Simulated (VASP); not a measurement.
Write the native input for VASP 6.6.1 that does the following.

| Property | Result |
| --- | --- |
| Task | single point |
| Functional | PBE |
| Potentials or basis | VASP PAW PBE potentials, release 64 (Cs_sv, Ta_pv) |
| Cutoff | 520 eV |
| k mesh | 8 × 4 × 4 |
| Occupations | gaussian, width 0.2 eV |
| Spin | no spin polarisation |
| Dipole correction | no |
| Further INCAR settings | ALGO = Fast; EDIFF = 1e-07; NBANDS = 40 |

The structure of CsTa2 lies in POSCAR:

```
CsTa2
1.0
    0.0000000000      0.0000000000     -3.0266640126
   -2.6361594093     -4.5672495775      0.0000000000
   -7.9084782279      4.5672495775      0.0000000000
Cs Ta
2 4
Direct
    0.5000000000      0.0000000000      1.0000000000
    0.5000000000      0.5000000000      0.5000000000
    0.5000000000      0.4999651524      0.8333449492
    0.5000000000      0.9999651524      0.3333449492
    0.5000000000      0.0000348476      0.6666550508
    0.5000000000      0.5000348476      0.1666550508
```

These files were run (other wordings do the same):

INCAR

```
PREC = Accurate ; ENCUT = 520
EDIFF = 1E-7 ; ISMEAR = 0
SIGMA = 0.2 ; LREAL = F
LASPH = T ; NELM = 80
ALGO = Fast ; ISIF = 2
LWAVE = F ; LCHARG = F
GGA = PE ; NBANDS = 40
```

KPOINTS

```
Automatic mesh
0
Gamma
  8 4 4
```

Potentials or basis: VASP PAW PBE potentials, release 64 (Cs_sv, Ta_pv).

Run with:

```sh
$ cat potpaw_PBE.64/Cs_sv/POTCAR potpaw_PBE.64/Ta_pv/POTCAR > POTCAR
$ mpirun -np 1 vasp_std > vasp.out
```

It gave:

| Quantity | Value |
| --- | --- |
| Pressure | 1.0 GPa |
| Largest force | 0.063 eV/Å |
| Band gap on the k mesh | zero (bands 31 and 32 overlap by 1.60 eV) |

Caveat: spin-orbit coupling is left out, which moves the levels of the heavy elements.

Run time: 3.1 min on 1 thread of AMD EPYC 9R45 96-Core Processor (Zen 5) (shared host), peak memory 0.36 GiB.
